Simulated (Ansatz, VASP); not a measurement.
GaSb: VASP and Ansatz over several settings

```
Sb Ga
1.0
     0.00000    2.99655    2.99655
     2.99655    0.00000    2.99655
     2.99655    2.99655    0.00000
Sb Ga
1 1
Direct
  0.75000 0.75000 0.75000
  0.00000 0.00000 0.00000
```

Single points on this cell with VASP 6.6.1 and Ansatz 0.2.0. Each row is one pair of runs. Alike in all rows: spin: off; k mesh: 4 × 4 × 4; smearing: fermi-dirac, width 0.05 eV; Ansatz's potentials, cutoff: Ansatz PAW, 420 eV.

| level | VASP's potentials, cutoff | gap on the k mesh at the Fermi level (eV), VASP | gap on the k mesh at the Fermi level (eV), Ansatz | least direct gap on the mesh (eV), VASP | least direct gap on the mesh (eV), Ansatz |
| --- | --- | --- | --- | --- | --- |
| PBE-based screened hybrid | VASP PAW PBE potentials, release 64 (Sb_d_GW, Ga_d), 400 eV | 1.07 | 1.08 | 1.22 | 1.23 |
| B3LYP | VASP PAW PBE potentials, release 64 (Sb_d_GW, Ga_d), 400 eV | 1.59 | 1.51 | 1.59 | 1.51 |
| B3LYP5 | VASP PAW PBE potentials, release 64 (Sb, Ga_d), 520 eV | 1.61 | 1.51 | 1.61 | 1.51 |
| BHLYP | VASP PAW PBE potentials, release 64 (Sb_d_GW, Ga_d), 400 eV | 3.41 | 3.31 | 3.66 | 3.55 |

Gap on the k mesh at the fermi level (eV): the two programs differ by at most 0.102; least direct gap on the mesh (eV): the two programs differ by at most 0.109.

VASP's potentials hold 18 valence electrons a cell and Ansatz's 28 in some rows, so a difference there can come from the potentials and not from the codes.

The k mesh is coarse, so the values compare programs but aren't converged. Neither program's run includes spin-orbit coupling.
